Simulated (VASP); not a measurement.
# F (C2/m) in VASP: a series of runs

The runs below take F through single point, with PBEsol.

All numbers are computed with VASP 6.6.1; they aren't measurements. Logs are shortened: lines on timing, memory, paths and dates and some standing lists are left out, and cuts for length are marked.

## Step 1: The cell of the first run

It takes space group C2/m (No. 12, monoclinic). The conventional cell has a = 6.277 Å, b = 3.597 Å, c = 7.577 Å, α = 90.00°, β = 112.50°, γ = 90.00°. F (site symmetry m) has 1 F at 1.46 Å within 1.9 Å. Within 1.9 Å of F (site symmetry m) lie 1 F at 1.41 Å.

## Step 2: Single point, PBEsol

The input, INCAR:

```
SYSTEM = F
ALGO     = Normal         ! electronic algorithm
EDIFF    = 1E-6           ! SCF threshold, eV
ENCUT    = 520            ! plane-wave cutoff, eV
GGA      = PS             ! functional
ISIF     = 2              ! what is computed and relaxed
ISMEAR   = 0              ! smearing method
LASPH    = .True.         ! aspherical terms in the spheres
LCHARG   = .False.        ! write CHGCAR
LREAL    = .False.        ! projectors in reciprocal space
LWAVE    = .False.        ! write WAVECAR
NBANDS   = 22             ! bands
NELM     = 100            ! most SCF steps
PREC     = Accurate       ! precision mode
SIGMA    = 0.05           ! smearing width, eV
```

The input, KPOINTS:

```
k-points
0
Gamma
  4 4 2
  0 0 0
```

The input, POSCAR:

```
F
1.0
    3.1291544055     -1.7984322814     -0.2413473825
    3.1291544055      1.7984322814     -0.2413473825
   -2.3528850754      0.0000000000      7.2022286687
F
4
Direct
    0.0848459664      0.0848459664      0.0979998919
    0.9151540336      0.9151540336      0.9020001081
    0.5015719855      0.5015719855      0.5937195244
    0.4984280145      0.4984280145      0.4062804756
```

Potentials or basis: VASP PAW PBE potentials, release 64 (F).

Launch:

```console
> cat potpaw_PBE.64/F/POTCAR > POTCAR
> mpirun -np 1 vasp_std > vasp.out
```

OUTCAR:

```text
SYSTEM = F
   EDIFF = 1E-6
   ENCUT = 520
   GGA = PS
   ISIF = 2
   ISMEAR = 0
   LASPH = .True.
   LREAL = .False.
   NELM = 100
   PREC = Accurate

 ion  position               nearest neighbor table
   1  0.085  0.085  0.098-   2 1.46
   2  0.915  0.915  0.902-   1 1.46
   3  0.502  0.502  0.594-   4 1.41
   4  0.498  0.498  0.406-   3 1.41

  LATTYP: Found a base centered monoclinic cell.
 ALAT       =     6.2768960012
 B/A-ratio  =     0.5730323654
 C/A-ratio  =     1.2070962569
 COS(beta)  =    -0.3827161857

  Lattice vectors:

 A1 = (   3.1291544055,  -1.7984322814,  -0.2413473825)
 A2 = (   3.1291544055,   1.7984322814,  -0.2413473825)
 A3 = (  -2.3528850754,   0.0000000000,   7.2022286687)

Analysis of symmetry for initial positions (statically):
=====================================================================
 Subroutine PRICEL returns:
 Original cell was already a primitive cell.

 Routine SETGRP: Setting up the symmetry group for a
 base centered monoclinic supercell.

 Subroutine GETGRP returns: Found  4 space group operations
 (whereof  4 operations were pure point group operations)
 out of a pool of  4 trial point group operations.

The static configuration has the point symmetry C_2h.

Analysis of symmetry for dynamics (positions and initial velocities):
=====================================================================
 Subroutine PRICEL returns:
 Original cell was already a primitive cell.

 Routine SETGRP: Setting up the symmetry group for a
 base centered monoclinic supercell.

 Subroutine GETGRP returns: Found  4 space group operations
 (whereof  4 operations were pure point group operations)
 out of a pool of  4 trial point group operations.

The dynamic configuration has the point symmetry C_2h.

 Subroutine INISYM returns: Found  4 space group operations
 (whereof  4 operations are pure point group operations),
 and found     1 'primitive' translations

----------------------------------------------------------------------------------------

                                     Primitive cell

  volume of cell :      79.0196

  direct lattice vectors                    reciprocal lattice vectors
     3.129154406 -1.798432281 -0.241347383     0.163917820 -0.278019921  0.053550062
     3.129154406  1.798432281 -0.241347383     0.163917820  0.278019921  0.053550062
    -2.352885075  0.000000000  7.202228669     0.010985804  0.000000000  0.142434846

  length of vectors
     3.617210876  3.617210876  7.576817668     0.327157052  0.327157052  0.142857878

  position of ions in fractional coordinates (direct lattice)
     0.084845966  0.084845966  0.097999892
     0.915154034  0.915154034  0.902000108
     0.501571985  0.501571985  0.593719524
     0.498428014  0.498428014  0.406280476

  ion indices of the primitive-cell ions
   primitive index   ion index
                 1           1
                 2           2
                 3           3
                 4           4

----------------------------------------------------------------------------------------

 KPOINTS: k-points

Automatic generation of k-mesh.
 Grid dimensions read from file:
 generate k-points for:    4    4    2

 Generating k-lattice:

  Cartesian coordinates                     Fractional coordinates (reciprocal lattice)
     0.040979455 -0.069504980  0.013387515     0.250000000  0.000000000 -0.000000000
     0.040979455  0.069504980  0.013387515     0.000000000  0.250000000 -0.000000000
     0.005492902  0.000000000  0.071217423     0.000000000  0.000000000  0.500000000

  Length of vectors
     0.081789263  0.081789263  0.071428939

  Shift w.r.t. Gamma in fractional coordinates (k-lattice)
     0.000000000  0.000000000  0.000000000

 Subroutine IBZKPT returns following result:
 ===========================================

 Found     14 irreducible k-points:

 Following reciprocal coordinates:
            Coordinates               Weight
  0.000000  0.000000  0.000000      1.000000
  0.250000 -0.000000  0.000000      4.000000
  0.500000 -0.000000  0.000000      2.000000
  0.250000  0.250000  0.000000      2.000000
  0.500000  0.250000  0.000000      4.000000
 -0.250000  0.250000  0.000000      2.000000
  0.500000  0.500000  0.000000      1.000000
  0.000000  0.000000  0.500000      1.000000
  0.250000 -0.000000  0.500000      4.000000
  0.500000  0.000000  0.500000      2.000000
  0.250000  0.250000  0.500000      2.000000
  0.500000  0.250000  0.500000      4.000000
 -0.250000  0.250000  0.500000      2.000000
  0.500000  0.500000  0.500000      1.000000
   k-points           NKPTS =     14   k-points in BZ     NKDIM =     14   number of bands    NBANDS=     22
   number of dos      NEDOS =    301   number of ions     NIONS =      4
   total plane-waves  NPLWV =  43904
   dimension x,y,z NGX =    28 NGY =   28 NGZ =   56
   dimension x,y,z NGXF=    56 NGYF=   56 NGZF=  112
   ions per type =               4
   NGX,Y,Z   is equivalent  to a cutoff of  12.87, 12.87, 12.29 a.u.
   NGXF,Y,Z  is equivalent  to a cutoff of  25.74, 25.74, 24.57 a.u.
 SYSTEM =  F
   PREC   = accura    normal or accurate (medium, high low for compatibility)
   ISTART =      0    job   : 0-new  1-cont  2-samecut
   ICHARG =      2    charge: 1-file 2-atom 10-const
   ISPIN  =      1    spin polarized calculation?
   LNONCOLLINEAR =      F non collinear calculations
   LSORBIT =      F    spin-orbit coupling
   LASPH  =      T    aspherical Exc in radial PAW
   ENCUT  =  520.0 eV  38.22 Ry    6.18 a.u.   6.73  6.73 14.09*2*pi/ulx,y,z
   NELM   =    100;   NELMIN=  2; NELMDL= -5     # of ELM steps
   EDIFF  = 0.1E-05   stopping-criterion for ELM
   LREAL  =      F    real-space projection
   EDIFFG = 0.1E-04   stopping-criterion for IOM
   NSW    =      0    number of steps for IOM
   IBRION =     -1    ionic relax: 0-MD 1-quasi-New 2-CG
   NFREE  =      0    steps in history (QN), initial steepest desc. (CG)
   ISIF   =      2    stress and relaxation
   ISYM   =      2    0-nonsym 1-usesym 2-fastsym
   POTIM  = 0.5000    time-step for ionic-motion
   TEBEG  =    0.0;   TEEND  =   0.0 temperature during run
   PSTRESS=    0.0 pullay stress
   NELECT =      28.0000    total number of electrons
   NUPDOWN=      -1.0000    fix difference up-down
   EMIN   =  10.00;   EMAX   =-10.00  energy-range for DOS
   EFERMI =   0.00;   METHOD = LEGACY
   ISMEAR =     0;   SIGMA  =   0.05  broadening in eV -4-tet -1-fermi 0-gaus
   EFERMI_NEDOS =   21; number of points for ismear=-14 and -15
   IALGO  =     38    algorithm
   IMIX   =      4    mixing-type and parameters
     AMIX     =   0.40;   BMIX     =  1.00
     AMIX_MAG =   1.60;   BMIX_MAG =  1.00
  volume/ion in A,a.u.               =      19.75       133.31
  Fermi-wavevector in a.u.,A,eV,Ry     =   1.158464  2.189180 18.259549  1.342039
  Thomas-Fermi vector in A             =   2.295066
   LORBIT       =      0    0 simple, 1 ext, 2 COOP (PROOUT), +10 PAW based schemes
   GGA     = PS    functional components
   LHFCALC =     F    Hartree Fock is set to
   AEXX    =    0.0000 exact exchange contribution
   IVDW    =     0    specifies the selected vdW correction
   LEPSILON=     F    determine dielectric tensor
   LRPA    =     F    only Hartree local field effects (RPA)
 non-spin polarized calculation
 Gauss-broadening in eV      SIGMA  =   0.05
  energy-cutoff  :      520.00
  volume of cell :       79.02
 maximum number of plane-waves:      2143
 NGX is ok and might be reduce to    28
   NGX = 13   NGY = 13   NGZ = 29

 number of electron      28.0000005 magnetization

 Free energy of the ion-electron system (eV)
  ---------------------------------------------------
  ext. energy  EPLUGINS =         0.00000000
  ---------------------------------------------------
  free energy    TOTEN  =        -7.76542706 eV

  energy without entropy =       -7.76542706  energy(sigma->0) =       -7.76542706

 E-fermi :  -5.7673     XC(G=0):  -6.6652

 val. band max:       -6.0277248283   @ k =   0.5000   0.5000   0.0000
 cond. band min:      -3.4721798399   @ k =   0.0000   0.0000   0.0000
 fundamental gap:      2.5555449884
 Fermi energy:        -5.7672574850

 k-point     1 :       0.0000    0.0000    0.0000
  band No.  band energies     occupation
      1     -30.8506      2.00000
      2     -30.0860      2.00000
      3     -24.5911      2.00000
      4     -24.3382      2.00000
      5     -12.4475      2.00000
      6     -11.7932      2.00000
[... 14 lines left out ...]
     21      13.3207      0.00000
     22      13.9752      0.00000

 k-point     2 :       0.2500   -0.0000    0.0000
  band No.  band energies     occupation
      1     -30.8345      2.00000
      2     -30.0711      2.00000
      3     -24.5527      2.00000
      4     -24.3595      2.00000
      5     -12.3799      2.00000
      6     -11.8565      2.00000
[... 14 lines left out ...]
     21      11.0794      0.00000
     22      12.6620      0.00000

 k-point     3 :       0.5000   -0.0000    0.0000
  band No.  band energies     occupation
      1     -30.8187      2.00000
      2     -30.0563      2.00000
      3     -24.5009      2.00000
      4     -24.3947      2.00000
      5     -12.2867      2.00000
      6     -11.9449      2.00000
[... 14 lines left out ...]
     21       9.8476      0.00000
     22      10.1521      0.00000

 k-point     4 :       0.2500    0.2500    0.0000
  band No.  band energies     occupation
      1     -30.8322      2.00000
      2     -30.0706      2.00000
      3     -24.5294      2.00000
      4     -24.3934      2.00000
      5     -12.3366      2.00000
      6     -11.9273      2.00000
[... 14 lines left out ...]
     21      10.9848      0.00000
     22      11.9740      0.00000

 k-point     5 :       0.5000    0.2500    0.0000
  band No.  band energies     occupation
      1     -30.8170      2.00000
      2     -30.0548      2.00000
      3     -24.5093      2.00000
      4     -24.3966      2.00000
      5     -12.2958      2.00000
      6     -11.9416      2.00000
[... 14 lines left out ...]
     21       9.8119      0.00000
     22      10.8881      0.00000

 k-point     6 :      -0.2500    0.2500    0.0000
  band No.  band energies     occupation
      1     -30.8194      2.00000
      2     -30.0554      2.00000
      3     -24.5362      2.00000
      4     -24.3596      2.00000
      5     -12.3456      2.00000
      6     -11.8647      2.00000
[... 14 lines left out ...]
     21       9.2393      0.00000
     22      10.7467      0.00000

 k-point     7 :       0.5000    0.5000    0.0000
  band No.  band energies     occupation
      1     -30.8155      2.00000
      2     -30.0532      2.00000
      3     -24.5183      2.00000
      4     -24.3983      2.00000
      5     -12.3064      2.00000
      6     -11.9354      2.00000
[... 14 lines left out ...]
     21      10.6962      0.00000
     22      11.6954      0.00000

 k-point     8 :       0.0000    0.0000    0.5000
  band No.  band energies     occupation
      1     -30.8488      2.00000
      2     -30.0886      2.00000
      3     -24.5191      2.00000
      4     -24.4109      2.00000
      5     -12.3057      2.00000
      6     -11.9575      2.00000
[... 14 lines left out ...]
     21      14.2493      0.00000
     22      14.3073      0.00000

 k-point     9 :       0.2500   -0.0000    0.5000
  band No.  band energies     occupation
      1     -30.8340      2.00000
      2     -30.0719      2.00000
      3     -24.5298      2.00000
      4     -24.3829      2.00000
      5     -12.3268      2.00000
      6     -11.9090      2.00000
[... 14 lines left out ...]
     21      10.4435      0.00000
     22      11.2791      0.00000

 k-point    10 :       0.5000    0.0000    0.5000
  band No.  band energies     occupation
      1     -30.8194      2.00000
      2     -30.0556      2.00000
      3     -24.5360      2.00000
      4     -24.3599      2.00000
      5     -12.3409      2.00000
      6     -11.8645      2.00000
[... 14 lines left out ...]
     21       9.6838      0.00000
     22      11.2618      0.00000

 k-point    11 :       0.2500    0.2500    0.5000
  band No.  band energies     occupation
      1     -30.8328      2.00000
      2     -30.0701      2.00000
      3     -24.5505      2.00000
      4     -24.3722      2.00000
      5     -12.3680      2.00000
      6     -11.8794      2.00000
[... 14 lines left out ...]
     21      10.9933      0.00000
     22      11.1861      0.00000

 k-point    12 :       0.5000    0.2500    0.5000
  band No.  band energies     occupation
      1     -30.8174      2.00000
      2     -30.0545      2.00000
      3     -24.5257      2.00000
      4     -24.3805      2.00000
      5     -12.3281      2.00000
      6     -11.9108      2.00000
[... 14 lines left out ...]
     21       9.0883      0.00000
     22      10.8061      0.00000

 k-point    13 :      -0.2500    0.2500    0.5000
  band No.  band energies     occupation
      1     -30.8186      2.00000
      2     -30.0564      2.00000
      3     -24.5008      2.00000
      4     -24.3947      2.00000
      5     -12.2834      2.00000
      6     -11.9425      2.00000
[... 14 lines left out ...]
     21      10.2733      0.00000
     22      10.3020      0.00000

 k-point    14 :       0.5000    0.5000    0.5000
  band No.  band energies     occupation
      1     -30.8153      2.00000
      2     -30.0534      2.00000
      3     -24.5103      2.00000
      4     -24.4062      2.00000
      5     -12.3056      2.00000
      6     -11.9698      2.00000
[... 14 lines left out ...]
     21       8.8542      0.00000
     22       8.9917      0.00000

------------------------ aborting loop because EDIFF is reached ----------------------------------------

  FORCE on cell =-STRESS in cart. coord.  units (eV):
  Direction    XX          YY          ZZ          XY          YZ          ZX
  --------------------------------------------------------------------------------------
  -------------------------------------------------------------------------------------
  Total       -0.6460350     -0.2577425     -2.0803456      0.0000000      0.0000000     -0.7753608
  in kB      -13.0988097     -5.2259087    -42.1804536      0.0000000      0.0000000    -15.7209785
  external PRESSURE =     -20.1683907 kB  Pullay stress =       0.0000000 kB

 VOLUME and BASIS-vectors are now :
 -----------------------------------------------------------------------------
  energy-cutoff  :      520.00
  volume of cell :       79.02
      direct lattice vectors                 reciprocal lattice vectors
     3.129154406 -1.798432281 -0.241347383     0.163917820 -0.278019921  0.053550062
     3.129154406  1.798432281 -0.241347383     0.163917820  0.278019921  0.053550062
    -2.352885075  0.000000000  7.202228669     0.010985804  0.000000000  0.142434846

 POSITION                                       TOTAL-FORCE (eV/Angst)
 -----------------------------------------------------------------------------------
      0.30041      0.00000      0.66486        -0.565933      0.000000     -1.282081
      3.60501      0.00000      6.05467         0.565933      0.000000      1.282081
      1.74204      0.00000      4.03400         0.033310      0.000000     -0.052555
      2.16339      0.00000      2.68554        -0.033310      0.000000      0.052555
 -----------------------------------------------------------------------------------
    total drift:                                0.000000      0.000000     -0.000000

  FREE ENERGIE OF THE ION-ELECTRON SYSTEM (eV)
  ---------------------------------------------------
  free  energy   TOTEN  =        -7.7654270586 eV

  energy  without entropy=       -7.7654270586  energy(sigma->0) =       -7.76542706
```

Run time: 12 s. Hardware: 1 thread of Intel Xeon Platinum 8488C (Sapphire Rapids), shared host; peak memory 0.18 GiB.

Results:

```yaml
Free_energy: -7.7654 eV
Pressure: -2.0 GPa
Largest_force: 1.401 eV/Å
Band_gap_on_the_k_mesh: 2.56 eV, indirect (least direct gap 2.65 eV)
```

Forces in eV/Å, atoms in the order of the input:
```
F   -0.566  0.000 -1.282
F    0.566  0.000  1.282
F    0.033  0.000 -0.053
F   -0.033  0.000  0.053
```

Levels at points of the mesh, in eV from the valence-band top:
```csv
k point,band 12,band 13,band 14,band 15,band 16,band 17
"(0.00, 0.00, 0.00)",-0.14,-0.10,-0.10,2.56,3.43,8.71
"(0.50, 0.00, 0.00)",-0.30,-0.23,-0.20,2.80,3.31,12.54
"(0.50, 0.50, 0.00)",-0.26,-0.18,0.00,2.77,3.30,12.86
"(0.00, 0.00, 0.50)",-0.19,-0.12,-0.12,2.72,3.23,9.50
"(0.50, 0.00, 0.50)",-0.31,-0.18,-0.06,2.73,3.36,12.47
"(0.50, 0.50, 0.50)",-0.29,-0.13,-0.12,2.80,3.31,12.48
```

Caveat: the k points lie up to 0.51 Å⁻¹ apart; the PAW data sets were made with another functional, which shifts forces and pressure a little.

## Step 3: Single point, PBEsol

The input, INCAR:

```
  ALGO = Normal
  EDIFF = 1E-6
  ENCUT = 520
  GGA = PS
  ISIF = 2
  ISMEAR = 0
  LASPH = True
  LCHARG = False
  LREAL = False
  LWAVE = False
  NBANDS = 22
  NELM = 100
  PREC = Accurate
  SIGMA = 0.05
```

The input, KPOINTS:

```
k-points
0
Gamma
  4 4 2
```

POSCAR, as its differences from that of step 2:

```diff
@@ -8,4 +8,4 @@
 Direct
-    0.0848459664      0.0848459664      0.0979998919
-    0.9151540336      0.9151540336      0.9020001081
+    0.0848459664      0.0848459664      0.0900077731
+    0.9151540336      0.9151540336      0.9099922269
     0.5015719855      0.5015719855      0.5937195244
```

Potentials or basis: VASP PAW PBE potentials, release 64 (F).

Launch:

```console
> cat potpaw_PBE.64/F/POTCAR > POTCAR
> mpirun -np 1 vasp_std > vasp.out
```

Run time: 12 s. Hardware: 1 thread of Intel Xeon Platinum 8488C (Sapphire Rapids), shared host; peak memory 0.18 GiB.

Results (log left out):

- Free energy: -7.7658 eV
- Pressure: 1.0 GPa
- Largest force: 1.678 eV/Å
- Band gap on the k mesh: 2.96 eV, indirect (least direct gap 3.01 eV)

Forces in eV/Å, atoms in the order of the input:
```
F    0.770  0.000  1.491
F   -0.770  0.000 -1.491
F    0.014  0.000 -0.063
F   -0.014  0.000  0.063
```

Stress tensor (GPa, compression positive):
```
 0.49  0.00  1.98
 0.00 -0.52  0.00
 1.98  0.00  3.01
```

Levels at points of the mesh, in eV from the valence-band top:
| k point | band 10 | band 11 | band 12 | band 13 | band 14 | band 15 | band 16 | band 17 | band 18 | band 19 |
| --- | --- | --- | --- | --- | --- | --- | --- | --- | --- | --- |
| (0.00, 0.00, 0.00) | -3.57 | -0.37 | -0.25 | -0.12 | -0.05 | 2.96 | 4.02 | 8.49 | 10.95 | 11.83 |
| (0.50, 0.00, 0.00) | -3.65 | -0.43 | -0.36 | -0.23 | -0.13 | 3.17 | 3.95 | 12.32 | 12.42 | 13.95 |
| (0.50, 0.50, 0.00) | -3.64 | -0.39 | -0.32 | -0.15 | 0.00 | 3.14 | 3.92 | 12.65 | 12.83 | 12.93 |
| (0.00, 0.00, 0.50) | -3.57 | -0.36 | -0.25 | -0.15 | -0.05 | 3.09 | 3.85 | 9.32 | 9.35 | 14.48 |
| (0.50, 0.00, 0.50) | -3.65 | -0.50 | -0.36 | -0.19 | -0.06 | 3.12 | 3.99 | 12.20 | 13.03 | 13.30 |
| (0.50, 0.50, 0.50) | -3.67 | -0.43 | -0.26 | -0.18 | -0.05 | 3.17 | 3.94 | 12.25 | 12.36 | 14.32 |

Caveat: the k points lie up to 0.51 Å⁻¹ apart; the PAW data sets were made with another functional, which shifts forces and pressure a little. A k mesh can miss the band edges.

(Part 1 of 2 ends here.)
